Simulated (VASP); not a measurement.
Input of a VASP 6.6.1 run:

The input INCAR:

```
PREC     = Accurate       # precision mode
ENCUT    = 600            # plane-wave cutoff, eV
EDIFF    = 1E-6           # SCF threshold, eV
ISMEAR   = 0              # smearing method
SIGMA    = 0.01           # smearing width, eV
LREAL    = F              # projectors in reciprocal space
LASPH    = T              # aspherical terms in the spheres
NELM     = 80             # most SCF steps
ALGO     = Normal         # electronic algorithm
ISIF     = 3              # what is computed and relaxed
LWAVE    = F              # write WAVECAR
LCHARG   = F              # write CHGCAR
GGA      = PE             # functional
IBRION   = 2              # ionic algorithm
NSW      = 100            # ionic steps
EDIFFG   = -0.02          # ionic threshold
```

File KPOINTS:

```
regular mesh
0
Gamma
  6 6 6
```

The input POSCAR:

```
HfO2
1.0
    3.6168510000      0.0000000000      0.0000000000
    1.8084255000      3.1322848477      0.0000000000
    1.8084255000      1.0440949492      2.9531464752
Hf O
1 2
Direct
    0.0000000000      0.0000000000      0.0000000000
    0.2500000000      0.2500000000      0.2500000000
    0.7500000000      0.7500000000      0.7500000000
```

Potentials or basis: VASP PAW PBE potentials, release 64 (Hf_pv, O).

The run is started by

```bash
$ cat potpaw_PBE.64/Hf_pv/POTCAR potpaw_PBE.64/O/POTCAR > POTCAR
$ mpirun -np 1 vasp_std > vasp.out
```

(1) Predict the space group after relaxing (to 0.05 Å).

(2) Estimate the relaxed volume.

(3) Estimate the relaxed cell.

## Answers

(1) Fm-3m (No. 225).

(2) 10.87 Å³/atom.

(3) a = 3.586 Å, b = 3.586 Å, c = 3.586 Å, α = 60.00°, β = 60.00°, γ = 60.00°.
